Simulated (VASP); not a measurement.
Write the native input for VASP 6.6.1 that does the following.

```
Task                   : relaxation of cell and atoms
Functional             : PBE
Potentials or basis    : VASP PAW PBE potentials, release 64 (Ga_d, As, N)
Cutoff                 : 600 eV
k mesh                 : 8 × 8 × 8
Occupations            : gaussian, width 0.1 eV
Spin                   : no spin polarisation
Dipole correction      : no
Further INCAR settings : ALGO = Normal; EDIFF = 1e-07; IBRION = 2; EDIFFG = -0.01; NSW = 100; ISIF = 3
```

The structure of Ga4As3N lies in POSCAR:

```
Ga4As3N
1.0
    5.1866443028      0.0000000000      0.0000000000
    0.0000000000      5.1866443028      0.0000000000
    0.0000000000      0.0000000000      5.1866443028
Ga As N
4 3 1
Direct
    0.0000000000      0.5000000000      0.5000000000
    0.5000000000      0.5000000000      0.0000000000
    0.0000000000      0.0000000000      0.0000000000
    0.5000000000      0.0000000000      0.5000000000
    0.5000000000      0.0000000000      0.0000000000
    0.0000000000      0.0000000000      0.5000000000
    0.0000000000      0.5000000000      0.0000000000
    0.5000000000      0.5000000000      0.5000000000
```

These files were run (other wordings do the same):

INCAR

```
SYSTEM = Ga4As3N
PREC = Accurate
ENCUT = 600
EDIFF = 1E-7
ISMEAR = 0
SIGMA = 0.1
LREAL = .FALSE.
LASPH = .TRUE.
NELM = 80
ALGO = Normal
ISIF = 3
LWAVE = .FALSE.
LCHARG = .FALSE.
GGA = PE
IBRION = 2
NSW = 100
EDIFFG = -0.01
```

KPOINTS

```
Automatic mesh
0
G
  8 8 8
  0 0 0
```

Potentials or basis: VASP PAW PBE potentials, release 64 (Ga_d, As, N).

Command:

```sh
$ cat potpaw_PBE.64/Ga_d/POTCAR potpaw_PBE.64/As/POTCAR potpaw_PBE.64/N/POTCAR > POTCAR
$ mpirun -np 1 vasp_std > vasp.out
```

Results of the run:

The relaxed volume is 17.56 Å³/atom. The relaxed cell is a = 5.199 Å, b = 5.199 Å, c = 5.199 Å, α = 90.00°, β = 90.00°, γ = 90.00°. The space group after relaxing (to 0.1 Å) is Pm-3m (No. 221) and the energy gained by relaxing is 0.2 meV/atom. The ionic steps are 3. The pressure after relaxing is 0.0 GPa and the band gap on the k mesh is zero (bands 36 and 37 overlap by 1.58 eV).

It took 21 min on 1 thread of AMD EPYC 7R13, with other jobs on the host, peak memory 0.42 GiB.
